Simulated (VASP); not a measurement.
# Si3N4: single point with PBE

System: Si3N4.

```
Si N
1.0
     6.45212    0.24643    0.27583
     0.24643    6.25769    0.23867
     0.27583    0.23867    5.97352
Si N
9 12
Direct
  0.97778 0.63313 0.70400
  0.21905 0.00130 0.79389
  0.10278 0.47844 0.38942
  0.44470 0.73637 0.39772
  0.68087 0.09491 0.62617
  0.49115 0.62833 0.81771
  0.90125 0.33949 0.02900
  0.56620 0.20351 0.05135
  0.01799 0.02935 0.31875
  0.14446 0.28884 0.87247
  0.32380 0.52737 0.27113
  0.57320 0.02386 0.32346
  0.10912 0.93608 0.09389
  0.19694 0.15930 0.50072
  0.89838 0.91882 0.54170
  0.68498 0.54927 0.61174
  0.48886 0.94193 0.87249
  0.46672 0.46042 0.08790
  0.75738 0.23867 0.87673
  0.25817 0.69405 0.62914
  0.90860 0.62469 0.02091
```

```
Program                : VASP 6.6.1
Task                   : single point
Functional             : PBE
Potentials or basis    : VASP PAW PBE potentials, release 64 (Si, N)
Cutoff                 : 520 eV
k mesh                 : 1 × 1 × 1, shifted
Occupations            : fermi-dirac, width 0.3447 eV
Spin                   : no spin polarisation
Dipole correction      : no
Mended                 : yes
Further INCAR settings : LREAL = Auto; ALGO = Normal; EDIFF = 1e-06; NBANDS = 64; ISYM = -1
```

* Pressure: -3.1 GPa
* Largest force: 9.492 eV/Å

Forces on the atoms (eV/Å):
```
Si  -1.788  1.268  0.604
Si  -0.540  3.104  1.368
Si  -3.743 -4.591  0.897
Si   1.869  0.410 -0.182
Si  -0.273 -1.548 -0.186
Si  -0.015  0.739  0.186
Si   7.116  3.475  2.907
Si  -5.463 -5.409  5.568
Si   1.760  4.010  1.688
N    0.208 -1.048 -0.117
N    7.343  2.571 -3.243
N   -1.032 -0.059  0.234
N    1.627 -1.920 -5.099
N   -1.154 -0.604 -1.041
N   -2.153 -2.023  4.584
N   -2.418  1.670 -0.433
N    0.464  0.822 -2.431
N   -1.301  1.257 -0.500
N   -1.587 -3.785 -6.594
N    1.619  2.426  4.040
N   -0.538 -0.763 -2.250
```

Stress tensor (GPa, compression positive):
```
 12.08   4.26  -9.09
  4.26 -11.83   5.43
 -9.09   5.43  -9.69
```

Levels at points of the mesh, in eV from the Fermi level:
| k point | band 46 | band 47 | band 48 | band 49 | band 50 | band 51 |
| --- | --- | --- | --- | --- | --- | --- |
| (0.25, 0.25, 0.25) | -0.88 | -0.58 | -0.34 | 0.15 | 0.55 | 1.58 |

Wall time 62 s on 1 thread of Intel(R) Xeon(R) Platinum 8488C (Sapphire Rapids), on a shared host, peak memory 0.3 GiB.

Caveat: the atoms stand as in a frame of molecular dynamics.
